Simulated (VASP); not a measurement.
Here is a VASP 6.6.1 calculation.

The input INCAR:

```
SYSTEM = InW2
  PREC = Accurate
  ENCUT = 600
  EDIFF = 1E-6
  ISMEAR = 0
  SIGMA = 0.1
  LREAL = .FALSE.
  LASPH = .TRUE.
  NELM = 80
  ALGO = Normal
  ISIF = 3
  LWAVE = .FALSE.
  LCHARG = .FALSE.
  GGA = PE
  IBRION = 2
  NSW = 90
  EDIFFG = -0.04
```

Contents of KPOINTS:

```
Automatic mesh
0
G
  6 6 6
  0 0 0
```

The input POSCAR:

```
InW2
1.0
   -1.7682618285      1.7682618285      4.3377672980
    1.7682618285     -1.7682618285      4.3377672980
    1.7682618285      1.7682618285     -4.3377672980
In W
1 2
Direct
    0.0000000000      0.0000000000      0.0000000000
    0.6650000000      0.6650000000      0.0000000000
    0.3350000000      0.3350000000      0.0000000000
```

Potentials or basis: VASP PAW PBE potentials, release 64 (In_d, W_sv).

Run with:

```console
$ cat potpaw_PBE.64/In_d/POTCAR potpaw_PBE.64/W_sv/POTCAR > POTCAR
$ mpirun -np 1 vasp_std > vasp.out
```

What does it give for the relaxed volume?

17.82 Å³/atom.

What does it give for the relaxed cell?

a = 5.322 Å, b = 5.322 Å, c = 5.322 Å, α = 143.31°, β = 143.31°, γ = 52.85°.

What does it give for the space group after relaxing (to 0.05 Å)?

I4/mmm (No. 139).

The path:
| step | energy change (eV) | largest force (eV/Å) | pressure (GPa) | volume (Å³) |
| --- | --- | --- | --- | --- |
| 1 | 0.0000 | 1.5849 | -5.52 | 54.25 |
| 2 | -0.2291 | 1.0502 | 14.83 | 49.46 |
| 3 | -0.2412 | 1.3086 | 10.48 | 50.25 |
| 4 | -0.4100 | 0.5349 | 9.67 | 50.60 |
| 5 | -0.4797 | 0.4040 | 10.43 | 50.93 |
| 6 | -0.5593 | 0.2242 | -1.11 | 53.58 |
| 7 | -0.5599 | 0.1758 | -0.24 | 53.35 |
| 8 | -0.5634 | 0.1463 | -0.17 | 53.37 |
| 9 | -0.5693 | 0.0360 | 0.07 | 53.45 |
| 10 | -0.5699 | 0.0152 | 0.20 | 53.47 |

Caveat: the k points lie up to 0.44 Å⁻¹ apart in the final cell.
